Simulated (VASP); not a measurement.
CaO: single point with PBEsol

The system is CaO.

```xyz
4
Lattice="3.9920 0.0000 0.0000 -1.9960 3.4572 0.0000 0.0000 0.0000 4.7848" Properties=species:S:1:pos:R:3 pbc="T T T"
Ca    0.0000    2.3048    3.5886
Ca    1.9960    1.1524    1.1962
O    -0.3182    1.9866    0.9712
O     1.9960    1.1524    3.5886
```

This cell differs from its parent crystal: atom 3 (O) moved by (-0.450, -0.225) A along [1 1 0] and z.

```yaml
Program: VASP 6.6.1
Task: single point
Functional: PBEsol
Potentials_or_basis: VASP PAW PBE potentials, release 64 (Ca_sv, O)
Cutoff: 520 eV
k_mesh: 9 × 9 × 6
Occupations: gaussian, width 0.05 eV
Spin: no spin polarisation
```

```json
{"Pressure": "4.3 GPa", "Largest force": "5.098 eV/Å", "Band gap on the k mesh": "3.00 eV"}
```

Forces on the atoms (eV/Å):
```
Ca  -0.313 -0.329 -0.172
Ca  -3.758 -2.115 -0.005
O    4.333  2.586  0.727
O   -0.262 -0.142 -0.549
```

Stress tensor (GPa, compression positive):
```
12.01  6.76 -1.45
 6.76  0.10 -0.83
-1.45 -0.83  0.87
```

Levels at points of the mesh, in eV from the valence-band top:
```
           k point  band 12  band 13  band 14  band 15  band 16  band 17  band 18  band 19  band 20  band 21
(0.00, 0.00, 0.00)    -1.18    -1.02    -1.01    -0.75     0.00     3.00     6.26     6.45     7.41     7.78
(0.00, 0.00, 0.50)    -1.45    -1.35    -1.17    -1.09    -0.69     4.57     4.95     7.44     7.74     7.95
```

It took 7.3 min on 1 thread of Intel(R) Xeon(R) Platinum 8259CL CPU @ 2.50GHz (Skylake/Cascade Lake) (shared host), peak memory 0.42 GiB.

Caveat: the cell differs from its parent crystal (atom 3 (O) moved by (-0.450, -0.225) A along [1 1 0] and z); the stress differs along the axes, from 0 to 12 GPa; the PAW data sets were made with another functional, which shifts forces and pressure a little. A k mesh can miss the band edges.
